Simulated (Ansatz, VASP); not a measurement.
## One calculation of Sb, two programs

```xyz
2
Lattice="-2.9046 2.9065 1.5518 2.9065 -2.9046 1.5518 2.9387 2.9387 -1.5483" Properties=species:S:1:pos:R:3 pbc="T T T"
Sb   -2.9045    2.9064    1.5518
Sb    0.0174    2.9232    0.7776
```

Alike in both runs: task single point; functional LDA; k mesh 13 × 13 × 9; occupations fermi-dirac, width 0.1 eV; no spin polarisation.

|  | VASP | Ansatz |
| --- | --- | --- |
| version | VASP 6.6.1 | Ansatz 0.2.0 |
| potentials or method | VASP PAW LDA potentials, release 64 (Sb), cutoff 520 eV | plane waves (420 eV) with PAW, scalar-relativistic |
| valence electrons in the cell | 10 | 30 |

|  | VASP | Ansatz | Ansatz less VASP |
| --- | --- | --- | --- |
| pressure (GPa) | 3.4 | 3.1 | -0.30 |
| traceless stress, the component that is largest in VASP (GPa) | -0.55 | -0.53 | +0.014 |

Ansatz warns that its potentials were made for another functional, while VASP's fit it. LDA's correlation is that of Perdew and Zunger in VASP and of Perdew and Wang (1992) in Ansatz. VASP's potentials hold 10 valence electrons a cell and Ansatz's 30, so a difference there can come from the potentials and not from the codes.

Neither program's run includes spin-orbit coupling.
